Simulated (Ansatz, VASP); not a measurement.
**LiF: VASP beside Ansatz**

```
Li F
1.0
     3.03009    0.00000    0.00000
    -1.51505    2.62414    0.00000
     0.00000    0.00000    4.65902
Li F
2 2
Direct
  0.33333 0.66667 0.34655
  0.66667 0.33333 0.84655
  0.33333 0.66667 0.99102
  0.66667 0.33333 0.49102
```

Alike in both runs: task single point; functional LDA; k mesh 9 × 9 × 6; occupations gaussian, width 0.05 eV; no spin polarisation.

```csv
,VASP,Ansatz
version,VASP 6.6.1,Ansatz 0.2.0
potentials or method,"VASP PAW LDA potentials, release 64 (Li_sv, F), cutoff 520 eV","scalar-relativistic, plane waves, PAW"
valence electrons in the cell,20,20
```

Ansatz gave:

| Quantity | Value |
| --- | --- |
| gap on the k mesh at the Fermi level (eV) | 7.94 |
| least direct gap on the mesh (eV) | 7.94 |
| rms of the force components (eV/Å) | 0.629 |

Question: Which values does VASP return?

Answer: gap on the k mesh at the Fermi level (eV): 7.92; least direct gap on the mesh (eV): 7.92; rms of the force components (eV/Å): 0.642.

LDA's correlation is that of Perdew and Zunger in VASP and of Perdew and Wang (1992) in Ansatz. Atom by atom the forces differ by 0.013 eV/Å (rms over components).

Noted on VASP's run: the cutoff is under 1.25 times that of the potentials, so the pressure is a little rough.
